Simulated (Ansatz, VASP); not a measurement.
Given: the input of a run of Ansatz 0.2.0 on Bi.

File input.yaml:

```yaml
crystal:
  lattice:
    - [-2.07592407, 2.07592407, 2.07592407]
    - [2.07592407, -2.07592407, 2.07592407]
    - [2.07592407, 2.07592407, -2.07592407]
  atoms:
    - { symbol: Bi, position: [0.0, 0.0, 0.0] }
kpoints:
  mp_grid: { grid: [7, 7, 7] }
scf:
  occupations: { method: gaussian, width: 0.05 }
hamiltonian:
  xc: lda
  pseudopotentials: { kind: all_electron, lapw: { basis_error: 0.001 } }
magnetization:
  noncollinear: true
  spin_orbit: true
output:
  forces: true
  stress: true
  eigenvalues: true
```

Potentials or basis: all-electron LAPW, relativistic spinors.

Launch:

```console
$ ansatz run input.yaml --threads 1 --pin off --max-ram 3072MiB --backend cpu --events-out ev --progress --plain --runs-dir out
```

**Question.** Translate it to VASP 6.6.1. Potentials there: VASP PAW LDA potentials, release 64 (Bi_d).

**Answer.** As run (the cutoff follows the program's own potentials):

File INCAR:

```
ALGO     = Normal         # electronic algorithm
EDIFF    = 1E-7           # SCF threshold, eV
ENCUT    = 520            # plane-wave cutoff, eV
GGA_COMPAT= False        
ISIF     = 2              # what is computed and relaxed
ISMEAR   = 0              # smearing method
LASPH    = True           # aspherical terms in the spheres
LCHARG   = False          # write CHGCAR
LORBIT   = 11             # projections on sites
LORBMOM  = True         
LREAL    = False          # projectors in reciprocal space
LSORBIT  = True           # spin-orbit coupling
LWAVE    = False          # write WAVECAR
MAGMOM   = 0 0 0          # initial moments
NBANDS   = 26             # bands
NELM     = 150            # most SCF steps
PREC     = Accurate       # precision mode
SIGMA    = 0.05           # smearing width, eV
```

KPOINTS

```
k-points
0
Gamma
  7 7 7
```

POSCAR

```
Bi
1.0
   -2.0759240700      2.0759240700      2.0759240700
    2.0759240700     -2.0759240700      2.0759240700
    2.0759240700      2.0759240700     -2.0759240700
Bi
1
Direct
    0.0000000000      0.0000000000      0.0000000000
```

Potentials or basis: VASP PAW LDA potentials, release 64 (Bi_d).

Launch:

```bash
$ cat potpaw_LDA.64/Bi_d/POTCAR > POTCAR
$ mpirun -np 1 vasp_ncl > vasp.out
```

Both were run:

|  | VASP | Ansatz | Ansatz less VASP |
| --- | --- | --- | --- |
| pressure (GPa) | -6.5 | -6.1 | +0.37 |
| net moment per atom (μB) | 0.00 | 0.00 | 0.000 |

LDA's correlation is that of Perdew and Zunger in VASP and of Perdew and Wang (1992) in Ansatz. Ansatz ran all-electron here, and VASP with PAW potentials.

Noted on Ansatz's run: the k mesh is thin for a metal, which can move the energy by tens of meV per atom.
